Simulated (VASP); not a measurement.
A run of VASP 6.6.1:

The input INCAR:

```
SYSTEM = BeTe
PREC = Accurate
ENCUT = 600
EDIFF = 1E-7
ISMEAR = 0
SIGMA = 0.02
LREAL = .False.
LASPH = .True.
NELM = 100
ALGO = Normal
ISIF = 3
LWAVE = .False.
LCHARG = .False.
GGA = PE
IBRION = 2
NSW = 100
EDIFFG = -0.01
```

Contents of KPOINTS:

```
regular mesh
0
Gamma
  8 8 8
  0 0 0
```

POSCAR

```
BeTe
1.0
    0.0000000000      2.8438010329      2.8438010329
    2.8438010329      0.0000000000      2.8438010329
    2.8438010329      2.8438010329      0.0000000000
Be Te
1 1
Direct
    0.0000000000      0.0000000000      0.0000000000
    0.7500000000      0.7500000000      0.7500000000
```

Potentials or basis: VASP PAW PBE potentials, release 64 (Be, Te).

Command:

```sh
$ cat potpaw_PBE.64/Be/POTCAR potpaw_PBE.64/Te/POTCAR > POTCAR
$ mpirun -np 1 vasp_std > vasp.out
```

Hardware: 1 thread of Intel(R) Xeon(R) Platinum 8259CL CPU @ 2.50GHz (Skylake/Cascade Lake), on a shared host.

Question: How long does it take, and how much memory?

Answer: Wall time 20 s on 1 thread of Intel(R) Xeon(R) Platinum 8259CL CPU @ 2.50GHz (Skylake/Cascade Lake) (shared host), peak memory 0.19 GiB. Counts: scf iterations 26, k points 29, ion steps 3.
